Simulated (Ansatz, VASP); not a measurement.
# Au in VASP and in Ansatz

INCAR

```
PREC = Accurate ; ENCUT = 500
EDIFF = 1E-6 ; ISMEAR = 0
SIGMA = 0.011 ; LREAL = False
LASPH = True ; NELM = 120
ALGO = Normal ; ISIF = 2
LWAVE = False ; LCHARG = False
GGA = PE ; NBANDS = 12
GGA_COMPAT = False
```

File KPOINTS:

```
Automatic mesh
0
Gamma
  11 11 11
```

POSCAR

```
Au
1.0
    0.0000000000      2.0350000000      2.0350000000
    2.0350000000      0.0000000000      2.0350000000
    2.0350000000      2.0350000000      0.0000000000
Au
1
Direct
    0.0000000000      0.0000000000      0.0000000000
```

The input input.yaml:

```yaml
crystal:
  lattice:
    - [0.0, 2.035, 2.035]
    - [2.035, 0.0, 2.035]
    - [2.035, 2.035, 0.0]
  atoms:
    - { symbol: Au, position: [0.0, 0.0, 0.0] }
kpoints:
  mp_grid: { grid: [11, 11, 11] }
scf:
  occupations: { method: gaussian, width: 0.011 }
hamiltonian:
  xc: pbe
  pseudopotentials: { kind: all_electron, lapw: { basis_error: 0.001 } }
output:
  forces: true
  stress: true
  eigenvalues: true
```

Alike in both runs: task single point; functional PBE; k mesh 11 × 11 × 11; occupations gaussian, width 0.011 eV; no spin polarisation.

```csv
,VASP,Ansatz
version,VASP 6.6.1,Ansatz 0.2.0
potentials or method,"VASP PAW PBE potentials, release 64 (Au), cutoff 500 eV","all-electron LAPW, scalar-relativistic"
```

Ansatz gave:

| Quantity | Value |
| --- | --- |
| gap on the k mesh at the Fermi level (eV) | none |
| pressure (GPa) | 10.8 |

Question: Estimate VASP's values.

Answer: gap on the k mesh at the Fermi level (eV): none; pressure (GPa): 10.5.

A gap of «none» marks a metal or a gap that the smearing closes. Ansatz ran all-electron here, and VASP with PAW potentials.

Neither program's run includes spin-orbit coupling.
